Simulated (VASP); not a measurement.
# Mg5Cd3O8: relaxation of volume and atoms at fixed shape with PBEsol

The system is Mg5Cd3O8.

```
O Mg Cd
1.0
     8.79070    0.00000    0.00000
     0.00000    8.79070    0.00000
     0.00000    0.00000    8.79070
O Mg Cd
32 20 12
Direct
  0.25240 0.00184 0.00251
  0.24913 0.99993 0.50108
  0.25365 0.50084 0.00001
  0.24927 0.50156 0.50036
  0.75127 0.00155 0.00029
  0.75517 0.99853 0.49775
  0.75201 0.49475 0.00032
  0.74996 0.49890 0.50119
  0.99991 0.24914 0.99859
  0.00389 0.24993 0.49970
  0.00185 0.75213 0.00001
  0.99919 0.74956 0.50543
  0.49901 0.24967 0.99714
  0.50107 0.24943 0.49963
  0.49853 0.74763 0.99771
  0.49651 0.74867 0.50223
  0.00317 0.00201 0.24938
  0.99927 0.99456 0.74922
  0.00231 0.49761 0.24872
  0.00174 0.50061 0.75321
  0.50192 0.99903 0.24640
  0.49937 0.99937 0.75118
  0.49622 0.50010 0.24996
  0.50264 0.50116 0.75143
  0.25238 0.24812 0.25107
  0.25027 0.25695 0.74616
  0.24817 0.74947 0.24962
  0.25329 0.74717 0.74622
  0.75213 0.24802 0.24741
  0.75118 0.25157 0.74886
  0.74915 0.74694 0.25105
  0.75191 0.74738 0.75070
  0.00231 0.99999 0.99829
  0.00232 0.50029 0.99963
  0.50264 0.00001 0.50012
  0.49948 0.49600 0.50116
  0.25094 0.25308 0.50049
  0.25284 0.74691 0.99709
  0.24806 0.74546 0.50435
  0.74721 0.25053 0.49654
  0.74892 0.74872 0.99938
  0.25096 0.99457 0.25095
  0.25079 0.50033 0.75162
  0.74854 0.00472 0.25090
  0.75179 0.99917 0.75210
  0.74709 0.50424 0.75135
  0.00212 0.25035 0.25175
  0.99984 0.25229 0.74997
  0.99769 0.74786 0.24916
  0.49861 0.24885 0.74967
  0.49917 0.74980 0.25039
  0.50129 0.75110 0.75487
  0.99712 0.00285 0.49628
  0.99933 0.50023 0.49839
  0.50179 0.00194 0.99674
  0.50047 0.50226 0.00268
  0.25077 0.25368 0.99929
  0.74904 0.25307 0.99896
  0.74816 0.75396 0.49889
  0.24881 0.99803 0.74870
  0.25123 0.49784 0.25094
  0.74760 0.49937 0.25071
  0.99657 0.74743 0.75149
  0.49998 0.24963 0.25117
```

```yaml
Program: VASP 6.6.1
Task: relaxation of volume and atoms at fixed shape
Functional: PBEsol
Potentials_or_basis: VASP PAW PBE potentials, release 64 (O, Mg, Cd)
Cutoff: 600 eV
k_mesh: 1 × 1 × 1, shifted
Occupations: fermi-dirac, width 0.05 eV
Spin: no spin polarisation
Dipole_correction: no
Further_INCAR_settings: LREAL = Auto; ALGO = Normal; EDIFF = 1e-06; ISYM = 0; IBRION = 2; EDIFFG = -0.03; NSW = 100; ISIF = 8
```

```yaml
Relaxed_volume: 10.83 Å³/atom
Relaxed_cell: a = 8.849 Å, b = 8.849 Å, c = 8.849 Å, α = 90.00°, β = 90.00°, γ = 90.00°
Space_group_after_relaxing_to_0.1_Å: P1 (No. 1)
Energy_gained_by_relaxing: 100.1 meV/atom
Ionic_steps: 16
Pressure_after_relaxing: 0.0 GPa
Largest_force_after_relaxing: 0.022 eV/Å
Band_gap_on_the_k_mesh: 2.55 eV
```

Forces on the atoms (eV/Å):
```
O    0.002  0.002 -0.005
O    0.004 -0.005  0.000
O   -0.001  0.006 -0.012
O    0.004  0.004 -0.006
O    0.004  0.004  0.002
O    0.007  0.001  0.003
O   -0.002 -0.002 -0.007
O    0.005  0.009  0.001
O   -0.003  0.000 -0.007
O   -0.001 -0.009  0.004
O    0.000  0.004 -0.001
O    0.002 -0.005 -0.001
O   -0.019  0.009  0.005
O    0.001 -0.001 -0.001
O    0.002  0.005 -0.007
O   -0.006 -0.005 -0.010
O    0.000 -0.005 -0.001
O   -0.002 -0.006  0.001
O   -0.004  0.002 -0.003
O   -0.004  0.011 -0.007
O    0.001  0.002  0.002
O    0.007  0.003  0.012
O    0.007 -0.009 -0.007
O    0.006 -0.010  0.001
O    0.007 -0.003 -0.001
O    0.005 -0.001  0.009
O   -0.004  0.004  0.002
O   -0.003  0.004 -0.004
O   -0.007 -0.004 -0.003
O   -0.007 -0.001  0.009
O    0.003 -0.004  0.004
O    0.012 -0.001 -0.001
Mg   0.006  0.002  0.000
Mg  -0.006 -0.004 -0.004
Mg   0.004 -0.001  0.012
Mg   0.012 -0.004 -0.012
Mg   0.004  0.000  0.000
Mg   0.005  0.009 -0.007
Mg   0.008 -0.008 -0.001
Mg   0.000 -0.005  0.007
Mg  -0.009 -0.003  0.005
Mg   0.002  0.000 -0.001
Mg  -0.001 -0.001 -0.006
Mg   0.004 -0.001  0.008
Mg  -0.005 -0.005  0.001
Mg   0.000  0.009 -0.002
Mg  -0.001  0.001  0.003
Mg  -0.004 -0.007 -0.001
Mg  -0.008 -0.001  0.008
Mg  -0.007 -0.002 -0.004
Mg   0.013 -0.004 -0.002
Mg   0.001  0.010  0.000
Cd  -0.003 -0.004 -0.001
Cd   0.003  0.001  0.003
Cd  -0.011 -0.003  0.002
Cd   0.003  0.010 -0.006
Cd  -0.004  0.002  0.003
Cd  -0.016  0.004  0.007
Cd   0.001 -0.001 -0.004
Cd  -0.010  0.005  0.000
Cd   0.011  0.002 -0.002
Cd  -0.002  0.000  0.001
Cd  -0.004  0.001  0.004
Cd  -0.002 -0.001  0.017
```

Stress tensor (GPa, compression positive):
```
 0.11 -0.08 -0.48
-0.08  0.12 -0.54
-0.48 -0.54 -0.19
```

Step by step:
| step | energy change (eV) | largest force (eV/Å) | pressure (GPa) | volume (Å³) |
| --- | --- | --- | --- | --- |
| 1 | 0.0000 | 3.3534 | 8.30 | 679.31 |
| 2 | -4.7092 | 0.7603 | -7.28 | 734.83 |
| 3 | -4.7771 | 0.9740 | -5.94 | 728.16 |
| 4 | -6.1799 | 0.5769 | -0.70 | 696.98 |
| 5 | -6.2284 | 0.5435 | 0.66 | 690.28 |
| 6 | -6.3436 | 0.2079 | 0.24 | 692.09 |
| 7 | -6.3591 | 0.2166 | 0.05 | 693.03 |
| 8 | -6.3830 | 0.1345 | -0.11 | 693.66 |
| 9 | -6.3908 | 0.1666 | -0.26 | 694.29 |
| 10 | -6.3993 | 0.0687 | 0.18 | 692.28 |
| 11 | -6.3993 | 0.0688 | 0.19 | 692.24 |
| 12 | -6.4028 | 0.0470 | -0.05 | 693.29 |
| 13 | -6.4029 | 0.0460 | -0.10 | 693.52 |
| 14 | -6.4044 | 0.0326 | 0.01 | 693.02 |
| 15 | -6.4044 | 0.0540 | 0.04 | 692.88 |
| 16 | -6.4053 | 0.0219 | 0.01 | 692.98 |

Final structure:
```
O Mg Cd
1.0
     8.84928    0.00000    0.00000
     0.00000    8.84928    0.00000
     0.00000    0.00000    8.84928
O Mg Cd
32 20 12
Direct
  0.23558 0.98497 0.01269
  0.26438 0.99835 0.48969
  0.23623 0.51548 0.98442
  0.26378 0.50032 0.51243
  0.76194 0.98725 0.00001
  0.73812 0.01006 0.50168
  0.76346 0.51554 0.98445
  0.73653 0.48689 0.51493
  0.00070 0.24955 0.00266
  0.00244 0.24977 0.50154
  0.00230 0.75005 0.01121
  0.01863 0.74861 0.48175
  0.49935 0.25070 0.98204
  0.49743 0.25003 0.51062
  0.49596 0.74969 0.00328
  0.48904 0.75012 0.50083
  0.99809 0.99913 0.23826
  0.98519 0.01462 0.76518
  0.99992 0.49583 0.23273
  0.99650 0.48663 0.76176
  0.50412 0.98828 0.26278
  0.51317 0.00049 0.73697
  0.50137 0.51491 0.26712
  0.50270 0.49990 0.73900
  0.23710 0.23396 0.26600
  0.24949 0.26182 0.73557
  0.25187 0.76187 0.24963
  0.26309 0.73928 0.74814
  0.76362 0.23368 0.26559
  0.74910 0.24975 0.73797
  0.75182 0.76395 0.23852
  0.73717 0.75176 0.76074
  0.99783 0.99730 0.00327
  0.00016 0.50304 0.99675
  0.50066 0.99909 0.50049
  0.49849 0.50052 0.50635
  0.25304 0.24945 0.50220
  0.24805 0.74994 0.00283
  0.25717 0.74989 0.49730
  0.74753 0.24733 0.50371
  0.75349 0.75224 0.99981
  0.24727 0.99596 0.25265
  0.25321 0.50014 0.74765
  0.75270 0.99748 0.25046
  0.74782 0.00251 0.75016
  0.74769 0.49697 0.75003
  0.00033 0.24339 0.25003
  0.99748 0.25200 0.74921
  0.00346 0.75622 0.24316
  0.50302 0.25238 0.74085
  0.49747 0.75475 0.25297
  0.50028 0.74795 0.74623
  0.00061 0.00081 0.49927
  0.00145 0.49800 0.50064
  0.50108 0.99681 0.99979
  0.50015 0.50350 0.99700
  0.24690 0.25026 0.99881
  0.75357 0.24927 0.99841
  0.74726 0.75003 0.49947
  0.25138 0.00050 0.74978
  0.24908 0.50127 0.25082
  0.75172 0.50084 0.24971
  0.00050 0.74875 0.75298
  0.50041 0.24690 0.25554
```

Levels at points of the mesh, in eV from the valence-band top:
```tsv
k point	band 185	band 186	band 187	band 188	band 189	band 190	band 191	band 192
(0.25, 0.25, 0.25)	-0.25	-0.18	-0.09	0.00	2.55	3.41	4.20	4.31
```

Run time: 62 min on 4 MPI ranks on Intel(R) Xeon(R) Platinum 8259CL CPU @ 2.50GHz (Skylake/Cascade Lake), on a shared host, peak memory 0.38 GiB a rank.

Caveat: the PAW data sets were made with another functional, which shifts forces and pressure a little; a shifted mesh leaves out Γ, where band edges can lie. A k mesh can miss the band edges.
